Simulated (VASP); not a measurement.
Set up this calculation in VASP 6.6.1, as the native input.

| Property | Result |
| --- | --- |
| Task | single point |
| Functional | PBE |
| Potentials or basis | VASP PAW PBE potentials, release 64 (Zr_sv) |
| Cutoff | 520 eV |
| k mesh | 3 × 3 × 2 |
| Occupations | gaussian, width 0.1 eV |
| Spin | no spin polarisation |
| Dipole correction | no |
| Further INCAR settings | LREAL = Auto; ALGO = Normal; EDIFF = 1e-06; NBANDS = 103 |

The structure of Zr (a cell with a defect) lies in POSCAR:

```
Zr
1.0
    3.2226450900      5.5817850400      0.0000000000
   -3.2226450900      5.5817850400      0.0000000000
    0.0000000000      0.0000000000     10.2642120000
Zr
15
Direct
    0.1673141727      0.1654815166      0.1292483047
    0.3455734118      0.3273951767      0.3744895370
    0.3276490428      0.3365488748      0.8744769691
    0.1673628177      0.6680692110      0.1295442845
    0.1679534514      1.1647942174      0.6194955833
    0.1678495459      0.6675294532      0.6197722728
    0.3332132094      0.8337591755      0.8745620219
    0.6665924491      0.1671275825      0.1232515462
    0.8280214714      0.3275574256      0.3745498437
    0.6671697869      0.1664671172      0.6259025047
    0.8358969943      0.3365342178      0.8745060020
    0.6644294604      0.6681177350      0.1297046476
    0.8282114425      0.8448766347      0.3746983207
    0.6650753881      0.6675683713      0.6196424041
    0.8358746733      0.8282678785      0.8747346606
```

These files were run (other wordings do the same):

INCAR

```
PREC     = Accurate       # precision mode
ENCUT    = 520            # plane-wave cutoff, eV
EDIFF    = 1E-6           # SCF threshold, eV
ISMEAR   = 0              # smearing method
SIGMA    = 0.1            # smearing width, eV
LREAL    = Auto         
LASPH    = True           # aspherical terms in the spheres
NELM     = 60             # most SCF steps
ALGO     = Normal         # electronic algorithm
ISIF     = 2              # what is computed and relaxed
LWAVE    = False          # write WAVECAR
LCHARG   = False          # write CHGCAR
GGA      = PE             # functional
NBANDS   = 103            # bands
```

KPOINTS

```
regular mesh
0
Gamma
  3 3 2
```

Potentials or basis: VASP PAW PBE potentials, release 64 (Zr_sv).

Launch:

```sh
$ cat potpaw_PBE.64/Zr_sv/POTCAR > POTCAR
$ mpirun -np 1 vasp_std > vasp.out
```

It gave:

```
Pressure               : -1.5 GPa
Largest force          : 0.009 eV/Å
Band gap on the k mesh : zero (bands 90 and 91 overlap by 0.95 eV)
```

Caveat: the k points lie up to 0.38 Å⁻¹ apart, too coarse for converged energies and pressures of a metal.

Wall time 22 min on 1 thread of Intel Xeon 8259CL, with other jobs on the host, peak memory 0.56 GiB.
